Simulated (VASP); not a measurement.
Wanted: the native input for a VASP 6.6.1 run.

```
Task                   : single point
Functional             : r2SCAN
Potentials or basis    : VASP PAW PBE potentials, release 64 (Rh_pv)
Cutoff                 : 520 eV
k mesh                 : 10 × 10 × 13
Occupations            : fermi-dirac, width 0.1 eV
Spin                   : no spin polarisation
Dipole correction      : no
Further INCAR settings : ALGO = Normal; EDIFF = 1e-06; NBANDS = 30
```

The system is Rh.

```
CELL_PARAMETERS angstrom
4.35954 0.00000 0.00000
-2.17977 3.77547 0.00000
0.00000 0.00000 2.67510
ATOMIC_POSITIONS crystal
Rh 0.00000 0.00000 0.00000
Rh 0.33333 0.66667 0.50000
Rh 0.66667 0.33333 0.50000
```

This isn't the form of Rh at room conditions, which is fcc.

These files were run (other wordings do the same):

POSCAR

```
Rh
1.0
    4.3595379836      0.0000000000      0.0000000000
   -2.1797689918      3.7754706425      0.0000000000
    0.0000000000      0.0000000000      2.6751039637
Rh
3
Direct
    1.0000000000      1.0000000000      0.0000000000
    0.3333333333      0.6666666667      0.5000000000
    0.6666666667      0.3333333333      0.5000000000
```

INCAR.step1

```
SYSTEM = Rh
ALGO = Normal ; EDIFF = 1E-4
ENCUT = 520 ; GGA = PE
ISMEAR = -1 ; LASPH = .TRUE.
LCHARG = .FALSE. ; LREAL = .FALSE.
LWAVE = .TRUE. ; NBANDS = 30
NELM = 100 ; PREC = Accurate
SIGMA = 0.1
```

INCAR.step2

```
SYSTEM = Rh
ALGO = Normal ; EDIFF = 1E-6
ENCUT = 520 ; ISIF = 2
ISMEAR = -1 ; ISTART = 1
LASPH = .TRUE. ; LCHARG = .FALSE.
LMIXTAU = .TRUE. ; LREAL = .FALSE.
LWAVE = .FALSE. ; METAGGA = R2SCAN
NBANDS = 30 ; NELM = 100
PREC = Accurate ; SIGMA = 0.1
```

KPOINTS

```
k-points
0
G
  10 10 13
  0 0 0
```

Potentials or basis: VASP PAW PBE potentials, release 64 (Rh_pv).

The run is started by

```sh
$ cat potpaw_PBE.64/Rh_pv/POTCAR > POTCAR
$ cp INCAR.step1 INCAR
$ mpirun -np 1 vasp_std > vasp.out
$ cp INCAR.step2 INCAR
$ mpirun -np 1 vasp_std > vasp.out
```

It gave:

```yaml
Pressure: -8.3 GPa
Band_gap_on_the_k_mesh: zero (an odd number of electrons rules out a gap without spin polarisation)
```

Caveat: the cell stands under tension; the PAW data sets were made with another functional, which shifts forces and pressure a little.

Run time: 2.7 min on 1 thread of Intel(R) Xeon(R) Platinum 8488C (Sapphire Rapids) (shared host), peak memory 0.22 GiB.
